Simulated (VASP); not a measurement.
Write the native input for VASP 6.6.1 that does the following.

```yaml
Task: single point
Functional: PBE
Potentials_or_basis: VASP PAW PBE potentials, release 64 (Ta_pv, F)
Cutoff: 600 eV
k_mesh: 8 × 8 × 8
Occupations: fermi-dirac, width 0.05 eV
Spin: no spin polarisation
Dipole_correction: no
Further_INCAR_settings: ALGO = Normal; EDIFF = 1e-06; NBANDS = 24
```

The structure of TaF3 lies in POSCAR:

```
TaF3
1.0
    4.2708121500      0.0000000000      0.0000000000
    0.0000000000      4.2708121500      0.0000000000
    0.0000000000      0.0000000000      3.9658736466
Ta F
1 3
Direct
    0.0000000000      0.0000000000      0.0000000000
    0.0000000000      0.5000000000      0.0000000000
    0.5000000000      0.0000000000      0.0000000000
    0.0000000000      0.0000000000      0.5000000000
```

One way to write it, as run:

INCAR

```
SYSTEM = TaF3
PREC = Accurate ; ENCUT = 600
EDIFF = 1E-6 ; ISMEAR = -1
SIGMA = 0.05 ; LREAL = .False.
LASPH = .True. ; NELM = 120
ALGO = Normal ; ISIF = 2
LWAVE = .False. ; LCHARG = .False.
GGA = PE ; NBANDS = 24
GGA_COMPAT = .False.
```

KPOINTS

```
Automatic mesh
0
Gamma
  8 8 8
  0 0 0
```

Potentials or basis: VASP PAW PBE potentials, release 64 (Ta_pv, F).

The run is started by

```sh
$ cat potpaw_PBE.64/Ta_pv/POTCAR potpaw_PBE.64/F/POTCAR > POTCAR
$ mpirun -np 1 vasp_std > vasp.out
```

Results of the run:

```
Pressure               : -1.8 GPa
Band gap on the k mesh : zero (band 16 reaches 3.94 eV, above the bottom of band 17 at 2.06 eV)
```

Caveat: spin-orbit coupling is left out, which moves the levels of the heavy elements.

Run time: 97 s on 1 thread of Intel Xeon 6975P-C, with other jobs on the host, peak memory 0.29 GiB.
